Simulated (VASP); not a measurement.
Wanted: the native input for a VASP 6.6.1 run.

```
Task                   : single point
Functional             : r2SCAN
Potentials or basis    : VASP PAW PBE potentials, release 64 (Sc_sv)
Cutoff                 : 520 eV
k mesh                 : 3 × 3 × 4, shifted
Occupations            : fermi-dirac, width 0.1 eV
Spin                   : no spin polarisation
Dipole correction      : no
Further INCAR settings : ALGO = Normal; EDIFF = 1e-06; NBANDS = 54
```

Crystal: Sc.

```xyz
8
Lattice="3.2660 5.5865 -0.0912 -3.1803 5.5370 -0.0272 -0.0510 -0.0544 5.0703" Properties=species:S:1:pos:R:3 pbc="T T T"
Sc   -0.0041    1.5693    1.2443
Sc   -1.6601    4.6514    1.0577
Sc    1.6180    4.5479    1.1613
Sc    0.2073    7.2905    1.2350
Sc   -0.2574    3.3974    3.9139
Sc   -1.7521    6.2540    3.5604
Sc    1.6095    5.9564    3.4066
Sc    0.0683    9.1796    3.7429
```

The input as run:

POSCAR

```
Sc
1.0
    3.2659650000      5.5864740000     -0.0911780000
   -3.1803450000      5.5370410000     -0.0271660000
   -0.0509570000     -0.0543910000      5.0702550000
Sc
8
Direct
    0.1417360000      0.1428550000      0.2487290000
    0.1589610000      0.6817760000      0.2151150000
    0.6564040000      0.1614630000      0.2417150000
    0.6820570000      0.6310840000      0.2592160000
    0.2715230000      0.3472800000      0.7786840000
    0.2932300000      0.8406300000      0.7119870000
    0.7857170000      0.2897680000      0.6875650000
    0.8345030000      0.8233410000      0.7576220000
```

INCAR.step1

```
SYSTEM = Sc
PREC = Accurate
ENCUT = 520
ISMEAR = -1
SIGMA = 0.1
LREAL = .False.
LASPH = .True.
NELM = 100
NBANDS = 54
GGA = PE
ALGO = Normal
EDIFF = 1E-4
LWAVE = .True.
LCHARG = .False.
```

INCAR.step2

```
SYSTEM = Sc
PREC = Accurate
ENCUT = 520
EDIFF = 1E-6
ISMEAR = -1
SIGMA = 0.1
LREAL = .False.
LASPH = .True.
NELM = 100
ALGO = Normal
ISIF = 2
LWAVE = .False.
LCHARG = .True.
METAGGA = R2SCAN
LMIXTAU = .True.
LELF = .True.
LVHAR = .True.
NBANDS = 54
ISTART = 1
```

KPOINTS

```
Automatic mesh
0
Gamma
  3 3 4
  0 0 0.5
```

Potentials or basis: VASP PAW PBE potentials, release 64 (Sc_sv).

Command:

```console
$ cat potpaw_PBE.64/Sc_sv/POTCAR > POTCAR
$ cp INCAR.step1 INCAR
$ mpirun -np 1 vasp_std > vasp.out
$ cp INCAR.step2 INCAR
$ mpirun -np 1 vasp_std > vasp.out
```

It gave:

* Pressure: 7.5 GPa
* Largest force: 2.439 eV/Å
* Band gap on the k mesh: zero (bands 44 and 45 overlap by 0.37 eV)

Caveat: the k points lie up to 0.38 Å⁻¹ apart; the PAW data sets were made with another functional, which shifts forces and pressure a little.

Wall time 23 min on 1 thread of Intel Xeon 8259CL, with other jobs on the host, peak memory 0.38 GiB.
